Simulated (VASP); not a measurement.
Write the native input for VASP 6.6.1 that does the following.

- Task: single point
- Functional: PBEsol
- Potentials or basis: VASP PAW PBE potentials, release 64 (Mo_sv, S)
- Cutoff: 520 eV
- k mesh: 6 × 6 × 6
- Occupations: gaussian, width 0.1 eV
- Spin: no spin polarisation
- Dipole correction: no
- Further INCAR settings: ALGO = Normal; EDIFF = 1e-07; NBANDS = 20

The structure of MoS2 lies in POSCAR:

```
MoS2
1.0
    1.5716034357      0.9073656667      6.2270314812
   -1.5716034357      0.9073656667      6.2270314812
    0.0000000000     -1.8147313334      6.2270314812
Mo S
1 2
Direct
    0.0000024352      0.0000024352      0.0000024352
    0.7500713861      0.7500713861      0.7500713861
    0.5832261787      0.5832261787      0.5832261787
```

These files were run (other wordings do the same):

INCAR

```
PREC     = Accurate       # precision mode
ENCUT    = 520            # plane-wave cutoff, eV
EDIFF    = 1E-7           # SCF threshold, eV
ISMEAR   = 0              # smearing method
SIGMA    = 0.1            # smearing width, eV
LREAL    = False          # projectors in reciprocal space
LASPH    = True           # aspherical terms in the spheres
NELM     = 80             # most SCF steps
ALGO     = Normal         # electronic algorithm
ISIF     = 2              # what is computed and relaxed
LWAVE    = False          # write WAVECAR
LCHARG   = False          # write CHGCAR
GGA      = PS             # functional
NBANDS   = 20             # bands
```

KPOINTS

```
regular mesh
0
Gamma
  6 6 6
```

Potentials or basis: VASP PAW PBE potentials, release 64 (Mo_sv, S).

Launch:

```sh
$ cat potpaw_PBE.64/Mo_sv/POTCAR potpaw_PBE.64/S/POTCAR > POTCAR
$ mpirun -np 1 vasp_std > vasp.out
```

It gave:

```yaml
Pressure: 0.0 GPa
Largest_force: 0.009 eV/Å
Band_gap_on_the_k_mesh: 0.98 eV, indirect (least direct gap 1.80 eV)
```

Caveat: the PAW data sets were made with another functional, which shifts forces and pressure a little.

Wall time 2.1 min on 1 thread of Intel(R) Xeon(R) Platinum 8259CL CPU @ 2.50GHz (Skylake/Cascade Lake) (shared host), peak memory 0.31 GiB.
